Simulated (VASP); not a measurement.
A run of VASP 6.6.1 is set up as follows.

File INCAR:

```
SYSTEM = B4Pb5O11
  ALGO = Normal
  EDIFF = 1E-6
  ENCUT = 520
  GGA = PE
  ISIF = 2
  ISMEAR = -1
  ISYM = 0
  LASPH = .True.
  LCHARG = .True.
  LELF = .True.
  LREAL = Auto
  LVHAR = .True.
  LWAVE = .False.
  NBANDS = 90
  NELM = 100
  PREC = Accurate
  SIGMA = 0.293
```

KPOINTS

```
k-points
0
Gamma
  1 1 1
  0 0 0
```

POSCAR

```
B4Pb5O11
1.0
    6.9609960000     -0.1702740000     -0.2994950000
   -0.1702740000      6.7969110000     -0.0464410000
   -0.2994950000     -0.0464410000      6.9712270000
Pb O B
5 11 4
Direct
    0.6432273103      0.3224317246      0.2907527491
    0.4348481863      0.7967008367      0.3892754376
    0.1741963866      0.1579439691      0.0406103578
    0.8829506772      0.5581432758      0.8099228507
    0.9716095987      0.8674157277      0.5136118607
    0.3941817495      0.4643703795      0.3993935770
    0.1673956685      0.4612018311      0.1125658137
    0.7578116210      0.2237659951      0.8688429896
    0.8156066261      0.8592492598     -0.0582859371
    0.5857862329      1.0316564609      0.5861411779
    0.2185089331      0.5683000760      0.6298238110
    0.2236655512      0.1869519677      0.6744785316
    0.1209365452      0.8135947695      0.1488531424
    0.8291337388      0.6305067691      0.2951158776
    0.4504088685      0.9092094411      0.9962690642
    0.8526056093      0.2710804892      0.5843412309
    0.1486977992      0.6193125345      0.1730111128
    0.7502834929      0.1538763321      0.6704627931
    0.6161446751      0.8973332709     -0.0574931352
    0.2474937161      0.3873190480      0.6495414099
```

Potentials or basis: VASP PAW PBE potentials, release 64 (Pb_d, O, B).

Run with:

```bash
$ cat potpaw_PBE.64/Pb_d/POTCAR potpaw_PBE.64/O/POTCAR potpaw_PBE.64/B/POTCAR > POTCAR
$ mpirun -np 1 vasp_gam > vasp.out
```

**Question.** What does it give for the largest force?

**Answer.** 11.028 eV/Å.

**Question.** Predict the pressure.

**Answer.** 4.4 GPa.

Stress tensor (GPa, compression positive):
```
 1.46 -0.10 -1.78
-0.10  7.52  0.08
-1.78  0.08  4.36
```

Caveat: the k points lie up to 0.93 Å⁻¹ apart; the atoms stand as in a frame of molecular dynamics.
